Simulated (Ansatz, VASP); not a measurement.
## Two plane-wave programs on P

Contents of INCAR:

```
SYSTEM = P
ALGO = Normal
EDIFF = 1E-6
EDIFFG = -0.01
ENCUT = 600
GGA = RE
IBRION = 2
ISIF = 3
ISMEAR = -1
LASPH = .True.
LCHARG = .False.
LREAL = .False.
LWAVE = .False.
NELM = 100
NSW = 80
PREC = Accurate
SIGMA = 0.1
```

The input KPOINTS:

```
k-points
0
Gamma
  14 14 14
  0 0 0
```

File POSCAR:

```
P
1.0
    0.0000000000      1.9670729634      1.9670729634
    1.9670729634      0.0000000000      1.9670729634
    1.9670729634      1.9670729634      0.0000000000
P
1
Direct
    0.0000000000      0.0000000000      0.0000000000
```

Input for Ansatz:

```yaml
crystal:
  lattice:
    - [0.0, 1.9670729634, 1.9670729634]
    - [1.9670729634, 0.0, 1.9670729634]
    - [1.9670729634, 1.9670729634, 0.0]
  atoms:
    - { symbol: P, position: [0.0, 0.0, 0.0] }
hamiltonian:
  xc: revpbe
  pseudopotentials:
    kind: paw
    azcp:
      P: "pseudopotentials/P.paw.azcp"
basis:
  ecutwfc: 420
  fft_grid_basis: typed
kpoints:
  mp_grid: { grid: [14, 14, 14], shift: [0, 0, 0] }
magnetization:
  spin_polarized: false
scf:
  occupations: { method: fermi_dirac, width: 0.1 }
relax:
  max_steps: 60
  f_tol: 0.01
  cell: {}
```

Alike in both runs: task relaxation of cell and atoms; functional revPBE; k mesh 14 × 14 × 14; occupations fermi-dirac, width 0.1 eV; no spin polarisation.

```csv
,VASP,Ansatz
version,VASP 6.6.1,Ansatz 0.2.0
potentials or method,"VASP PAW PBE potentials, release 64 (P), cutoff 600 eV","plane waves (420 eV) with PAW, scalar-relativistic"
valence electrons in the cell,5,5
```

```csv
,VASP,Ansatz,Ansatz less VASP
relaxed volume (Å³/atom),14.63,14.71,+0.071
relaxed cell length with the largest relative difference (Å),2.746,2.750,+0.0044
```

VASP's potentials were made for PBE, not for revPBE.
